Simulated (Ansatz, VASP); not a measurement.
## One calculation of MgI2, two programs

```xyz
3
Lattice="4.1945 0.0000 0.0000 -2.0972 3.6325 0.0000 0.0000 0.0000 6.9705" Properties=species:S:1:pos:R:3 pbc="T T T"
I     2.0972    1.2108    5.2279
I     0.0000    2.4217    1.7426
Mg    0.0000    0.0000    0.0000
```

Change from the starting cell: volume scaled by 1.04.

Alike in both runs: task single point; functional PBEsol; k mesh 8 × 8 × 4; occupations fermi-dirac, width 0.05 eV; no spin polarisation.

|  | VASP | Ansatz |
| --- | --- | --- |
| version | VASP 6.6.1 | Ansatz 0.2.0 |
| potentials or method | VASP PAW PBE potentials, release 64 (I, Mg), cutoff 520 eV | all-electron LAPW, scalar-relativistic |

Ansatz gave:

```
gap on the k mesh at the Fermi level (eV)                     : 3.37
least direct gap on the mesh (eV)                             : 3.37
pressure (GPa)                                                : -1.8
traceless stress, the component that is largest in VASP (GPa) : -0.27
rms of the force components (eV/Å)                            : 0.212
```

Q: Which values does VASP return?

A: gap on the k mesh at the Fermi level (eV): 3.36; least direct gap on the mesh (eV): 3.36; pressure (GPa): -1.8; traceless stress, the component that is largest in VASP (GPa): -0.27; rms of the force components (eV/Å): 0.215.

VASP's potentials were made for PBE, not for PBEsol. Atom by atom the forces differ by 0.002 eV/Å (rms over components). Ansatz ran all-electron here, and VASP with PAW potentials.

Neither program's run includes spin-orbit coupling.
